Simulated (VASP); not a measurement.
# HgTe (Cmcm) in VASP: further runs, part 2 of 2

VASP 6.6.1.

**4. Relaxation of cell and atoms, PBEsol**

This run uses another cell than the first one, of 30.08 Å³/atom.

INCAR reads:

```
  PREC = Accurate
  ENCUT = 600
  EDIFF = 1E-6
  ISMEAR = -1
  SIGMA = 0.05
  LREAL = F
  LASPH = T
  NELM = 100
  ALGO = Normal
  ISIF = 3
  LWAVE = F
  LCHARG = F
  GGA = PS
  IBRION = 2
  NSW = 80
  EDIFFG = -0.005
```

KPOINTS reads:

```
Automatic mesh
0
Gamma
  6 6 5
```

POSCAR reads:

```
HgTe
1.0
    2.9925180000     -3.4669290000      0.0000000000
    2.9925180000      3.4669290000      0.0000000000
    0.0000000000      0.0000000000      5.7981570000
Hg Te
2 2
Direct
    0.6569500000      0.3430500000      0.2500000000
    0.3430500000      0.6569500000      0.7500000000
    0.2151910000      0.7848090000      0.2500000000
    0.7848090000      0.2151910000      0.7500000000
```

Launch:

```sh
$ cat potpaw_PBE.64/Hg/POTCAR potpaw_PBE.64/Te/POTCAR > POTCAR
$ mpirun -np 1 vasp_std > vasp.out
```

It took 46 min on 1 thread of Intel Xeon Platinum 8488C (Sapphire Rapids), shared host; peak memory 0.37 GiB.

It converged, with:

```
Free energy                           : -8.4789 eV
Relaxed volume                        : 27.10 Å³/atom
Relaxed cell                          : a = 4.216 Å, b = 4.216 Å, c = 6.098 Å, α = 90.00°, β = 90.00°, γ = 90.00°
Space group after relaxing (to 0.1 Å) : Fm-3m (No. 225)
Energy gained by relaxing             : 66.6 meV/atom
Ionic steps                           : 72
Pressure after relaxing               : 0.0 GPa
Largest force after relaxing          : 0.005 eV/Å
Band gap on the k mesh                : zero (bands 18 and 19 overlap by 2.74 eV)
```

Forces in eV/Å, atoms in the order of the input:
```
Hg   0.000 -0.005  0.000
Hg   0.000  0.005  0.000
Te   0.000  0.002  0.000
Te   0.000 -0.002  0.000
```

The path:
```csv
step,energy change (eV),largest force (eV/Å),pressure (GPa),volume (Å³)
1,0.0000,0.1881,-3.24,120.31
3,-0.0900,0.0426,-0.04,112.30
5,-0.0924,0.0811,0.02,111.79
7,-0.0964,0.0522,-0.19,111.62
9,-0.0984,0.0492,-0.37,111.12
11,-0.0991,0.0515,-0.04,110.28
13,-0.0999,0.0498,0.04,110.16
15,-0.1005,0.0469,0.10,110.05
17,-0.1012,0.0635,-0.21,110.72
19,-0.1023,0.0868,-0.12,110.62
21,-0.1041,0.1256,0.04,110.45
23,-0.1131,0.1156,0.30,110.17
25,-0.1272,0.2041,1.05,109.06
27,-0.1296,0.2057,0.98,109.13
29,-0.1406,0.2139,0.63,109.49
31,-0.1772,0.2906,-0.84,110.86
33,-0.1796,0.3058,-1.07,111.09
35,-0.1935,0.3402,-1.15,110.54
37,-0.2209,0.2818,0.63,107.06
39,-0.2299,0.2277,0.67,107.00
41,-0.2438,0.0832,-0.04,108.34
43,-0.2471,0.0881,-0.10,108.53
45,-0.2502,0.0883,0.11,108.15
47,-0.2619,0.0780,0.34,107.79
49,-0.2647,0.0399,-0.29,108.98
51,-0.2659,0.0135,-0.15,108.71
53,-0.2662,0.0123,0.05,108.31
55,-0.2663,0.0089,0.01,108.40
57,-0.2663,0.0088,-0.01,108.40
59,-0.2663,0.0074,0.00,108.39
61,-0.2663,0.0061,0.01,108.40
63,-0.2663,0.0133,-0.09,108.56
65,-0.2663,0.0101,-0.05,108.48
67,-0.2664,0.0112,-0.03,108.41
69,-0.2664,0.0112,0.02,108.37
71,-0.2664,0.0054,0.01,108.39
72,-0.2664,0.0049,-0.01,108.42
```

Final structure:
```
Hg Te
1.0
     2.98141   -2.98159    0.00000
     2.98141    2.98159    0.00000
     0.00000    0.00000    6.09805
Hg Te
2 2
Direct
  0.74920 0.25080 0.25000
  0.25080 0.74920 0.75000
  0.24949 0.75051 0.25000
  0.75051 0.24949 0.75000
```

Levels at points of the mesh, in eV from the Fermi level:
```
           k point  band 15  band 16  band 17  band 18  band 19  band 20  band 21  band 22
(0.00, 0.00, 0.00)    -2.46    -2.46    -0.87    -0.87    -0.85    -0.69     4.74     7.45
(0.50, 0.00, 0.00)    -2.53    -2.53     0.14     0.14     2.27     2.28     4.38     4.38
(0.50, 0.50, 0.00)    -2.93    -2.93    -2.66    -2.66    -2.40    -2.40     4.64     4.64
```

Caveat: the PAW data sets were made with another functional, which shifts forces and pressure a little; spin-orbit coupling is left out, which moves the levels of the heavy elements.

**5. Relaxation of cell and atoms, PBEsol, target pressure 5 GPa, at which the enthalpy is minimised**

This run uses another cell than the first one, of 30.08 Å³/atom.

INCAR reads:

```
ALGO = Normal
EDIFF = 1E-7
EDIFFG = -0.005
ENCUT = 600
GGA = PS
IBRION = 2
ISIF = 3
ISMEAR = -1
LASPH = T
LCHARG = F
LREAL = F
LWAVE = F
NELM = 80
NSW = 80
PREC = Accurate
PSTRESS = 50.0
SIGMA = 0.05
```

KPOINTS reads:

```
k-points
0
Gamma
  6 6 5
```

POSCAR is that of step 4.

Launch:

```sh
$ cat potpaw_PBE.64/Hg/POTCAR potpaw_PBE.64/Te/POTCAR > POTCAR
$ mpirun -np 1 vasp_std > vasp.out
```

Run time: 41 min. Hardware: 1 thread of Intel Xeon Platinum 8488C (Sapphire Rapids), shared host; peak memory 0.36 GiB.

The run converged. Its results:

```
Free energy                                                : -8.3736 eV
Relaxed volume                                             : 25.28 Å³/atom
Relaxed cell                                               : a = 4.125 Å, b = 4.125 Å, c = 5.943 Å, α = 90.00°, β = 90.00°, γ = 90.01°
Space group after relaxing (to 0.1 Å)                      : Fm-3m (No. 225)
Energy change on relaxing (the run minimises the enthalpy) : -40.3 meV/atom
Ionic steps                                                : 48
Pressure after relaxing                                    : 5.0 GPa
Largest force after relaxing                               : 0.003 eV/Å
Band gap on the k mesh                                     : zero (bands 18 and 19 overlap by 3.13 eV)
```

Forces on the atoms (eV/Å):
```
Hg   0.000  0.002  0.000
Hg   0.000 -0.002  0.000
Te   0.000 -0.003  0.000
Te   0.000  0.003  0.000
```

Step by step:
| step | energy change (eV) | largest force (eV/Å) | pressure (GPa) | volume (Å³) |
| --- | --- | --- | --- | --- |
| 1 | 0.0000 | 0.1882 | -3.26 | 120.31 |
| 3 | 0.0186 | 0.2974 | 4.82 | 104.38 |
| 5 | 0.0260 | 0.3174 | 5.11 | 103.49 |
| 7 | 0.0713 | 0.3975 | 5.86 | 100.95 |
| 9 | -0.0271 | 0.2243 | 3.45 | 102.72 |
| 11 | 0.0352 | 0.1922 | 5.23 | 99.79 |
| 13 | 0.0236 | 0.1492 | 4.97 | 100.14 |
| 15 | 0.0357 | 0.1600 | 5.49 | 99.53 |
| 17 | -0.0115 | 0.1869 | 4.53 | 100.77 |
| 19 | -0.0276 | 0.1976 | 4.16 | 101.27 |
| 21 | -0.0373 | 0.1985 | 4.19 | 101.33 |
| 23 | -0.0746 | 0.1987 | 4.31 | 101.58 |
| 25 | -0.1029 | 0.1453 | 4.66 | 101.80 |
| 27 | -0.1292 | 0.0509 | 5.22 | 101.25 |
| 29 | -0.1261 | 0.0173 | 5.42 | 101.05 |
| 31 | -0.1823 | 0.0075 | 4.41 | 101.86 |
| 33 | -0.1619 | 0.0067 | 4.97 | 101.15 |
| 35 | -0.1611 | 0.0064 | 5.00 | 101.13 |
| 37 | -0.1610 | 0.0058 | 5.00 | 101.12 |
| 39 | -0.1628 | 0.0062 | 4.95 | 101.18 |
| 41 | -0.1627 | 0.0063 | 4.95 | 101.18 |
| 43 | -0.1622 | 0.0070 | 4.96 | 101.16 |
| 45 | -0.1600 | 0.0096 | 5.03 | 101.09 |
| 47 | -0.1615 | 0.0057 | 4.99 | 101.14 |
| 48 | -0.1611 | 0.0033 | 4.99 | 101.12 |

Final structure:
```
CELL_PARAMETERS angstrom
2.91671 -2.91698 0.00000
2.91671 2.91698 0.00000
0.00000 0.00000 5.94292
ATOMIC_POSITIONS crystal
Hg 0.75000 0.25000 0.25000
Hg 0.25000 0.75000 0.75000
Te 0.24992 0.75008 0.25000
Te 0.75008 0.24992 0.75000
```

Levels at points of the mesh, in eV from the Fermi level:
| k point | band 15 | band 16 | band 17 | band 18 | band 19 | band 20 | band 21 | band 22 |
| --- | --- | --- | --- | --- | --- | --- | --- | --- |
| (0.00, 0.00, 0.00) | -2.79 | -2.79 | -1.01 | -1.01 | -0.84 | -0.55 | 4.60 | 7.64 |
| (0.50, 0.00, 0.00) | -2.85 | -2.85 | 0.13 | 0.13 | 2.25 | 2.25 | 4.63 | 4.63 |
| (0.50, 0.50, 0.00) | -3.06 | -3.06 | -2.97 | -2.97 | -2.75 | -2.75 | 4.51 | 4.51 |

Caveat: the cell is relaxed towards a set pressure, so the run minimises the enthalpy, not the energy; the volume moved by over 15 % at a fixed basis, so the end points are rough; the PAW data sets were made with another functional, which shifts forces and pressure a little; spin-orbit coupling is left out, which moves the levels of the heavy elements.

**6. The runs side by side**

| task | cell | cutoff (eV) | gap on the mesh (eV) | pressure (GPa) | largest force (eV/Å) |
| --- | --- | --- | --- | --- | --- |
| single point | a = 4.269, b = 4.269, c = 5.165 Å, angles 90.0, 90.0, 96.1°, 4 atoms, atomic positions A | 520 | none | 10.4 | 0.03 |
| single point | a = 4.347, b = 4.347, c = 5.268 Å, angles 90.0, 90.0, 96.4°, 4 atoms, atomic positions B | 520 | none | 5.3 | 0.03 |
| relaxation of cell and atoms | relaxed from a = 4.580, b = 4.580, c = 5.798 Å, angles 90.0, 90.0, 98.4°, 4 atoms, atomic positions C | 600 | none | 0.0 | - |
| relaxation of cell and atoms | relaxed to 5 GPa from a = 4.580, b = 4.580, c = 5.798 Å, angles 90.0, 90.0, 98.4°, 4 atoms, atomic positions C | 600 | none | 5.0 | - |

Alike in all rows: level PBEsol; potentials or basis VASP PAW PBE potentials, release 64 (Hg, Te); no spin polarisation; k mesh 6 × 6 × 5; smearing fermi-dirac 0.05 eV.

Caveats: the PAW data sets were made with another functional, which shifts forces and pressure a little; spin-orbit coupling is left out, which moves the levels of the heavy elements; the cell stands under pressure (at least some runs); the cell is relaxed towards a set pressure, so the run minimises the enthalpy, not the energy (at least some runs); the volume moved by over 15 % at a fixed basis, so the end points are rough (at least some runs).

Absolute energies hang on the potentials; compare differences alone.
